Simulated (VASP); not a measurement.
Set up this calculation in VASP 6.6.1, as the native input.

| Quantity | Value |
| --- | --- |
| Task | single point |
| Functional | LDA |
| Potentials or basis | VASP PAW LDA potentials, release 64 (Zn) |
| Cutoff | 520 eV |
| k mesh | 14 × 14 × 7 |
| Occupations | fermi-dirac, width 1 eV |
| Spin | no spin polarisation |
| Dipole correction | no |
| Further INCAR settings | ALGO = Normal; EDIFF = 1e-07; NBANDS = 19 |

The structure of Zn lies in POSCAR:

```
Zn
1.0
    2.5709734941      0.0000000000      0.0000000000
   -1.2854867470      2.2265283583      0.0000000000
    0.0000000000      0.0000000000      4.7361908757
Zn
2
Direct
    0.3333333333      0.6666666667      0.2500000000
    0.6666666667      0.3333333333      0.7500000000
```

One way to write it, as run:

INCAR

```
SYSTEM = Zn
PREC = Accurate
ENCUT = 520
EDIFF = 1E-7
ISMEAR = -1
SIGMA = 1.0
LREAL = .FALSE.
LASPH = .TRUE.
NELM = 100
ALGO = Normal
ISIF = 2
LWAVE = .FALSE.
LCHARG = .FALSE.
GGA = CA
NBANDS = 19
```

KPOINTS

```
Automatic mesh
0
G
  14 14 7
  0 0 0
```

Potentials or basis: VASP PAW LDA potentials, release 64 (Zn).

The run is started by

```sh
$ cat potpaw_LDA.64/Zn/POTCAR > POTCAR
$ mpirun -np 1 vasp_std > vasp.out
```

It gave:

- Pressure: 6.1 GPa
- Band gap on the k mesh: zero (band 12 reaches 5.21 eV, above the bottom of band 13 at 0.86 eV)

It took 16 s on 1 thread of Intel(R) Xeon(R) 6975P-C (Granite Rapids), with other jobs on the host, peak memory 0.15 GiB.
